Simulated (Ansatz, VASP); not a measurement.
## AlRu: VASP beside Ansatz

The input INCAR:

```
  ALGO = Normal
  EDIFF = 1E-8
  ENCUT = 520
  GGA = PE
  ISIF = 2
  ISMEAR = -1
  LASPH = True
  LCHARG = False
  LEFG = True
  LREAL = False
  LWAVE = False
  NBANDS = 16
  NELM = 100
  PREC = Accurate
  SIGMA = 0.05
```

The input KPOINTS:

```
k-points
0
Gamma
  12 12 12
```

Contents of POSCAR:

```
AlRu
1.0
    3.0375095875      0.0000000000      0.0000000000
    0.0000000000      3.0375095875      0.0000000000
    0.0000000000      0.0000000000      2.9018520000
Al Ru
1 1
Direct
    0.0000000000      0.0000000000      0.0000000000
    0.5000000000      0.5000000000      0.5000000000
```

Input for Ansatz:

```yaml
crystal:
  lattice:
    - [3.0375095875, 0.0, 0.0]
    - [0.0, 3.0375095875, 0.0]
    - [0.0, 0.0, 2.901852]
  atoms:
    - { symbol: Al, position: [0.0, 0.0, 0.0] }
    - { symbol: Ru, position: [0.5, 0.5, 0.5] }
kpoints:
  mp_grid: { grid: [12, 12, 12] }
scf:
  occupations: { method: fermi_dirac, width: 0.05 }
hamiltonian:
  xc: pbe
  pseudopotentials: { kind: all_electron, datasets: crystal }
output:
  forces: true
  stress: true
  eigenvalues: true
  efg: { contact_densities: true }
```

Change from the starting cell: z stretched by -3 % at fixed volume, crystal datasets.

Alike in both runs: task electric field gradients; functional PBE; k mesh 12 × 12 × 12; occupations fermi-dirac, width 0.05 eV; no spin polarisation.

|  | VASP | Ansatz |
| --- | --- | --- |
| version | VASP 6.6.1 | Ansatz 0.2.0 |
| potentials or method | VASP PAW PBE potentials, release 64 (Al, Ru_pv), cutoff 520 eV | all-electron PAW with datasets made for the crystal, scalar-relativistic |

```tsv
	VASP	Ansatz	Ansatz less VASP
pressure (GPa)	2.7	2.7	-0.02
traceless stress, the component that is largest in VASP (GPa)	5.71	5.70	-0.009
size of Vzz on the site where it differs most (V/Å²)	27.8	27.3	-0.49
```

Ansatz ran all-electron here, and VASP with PAW potentials.
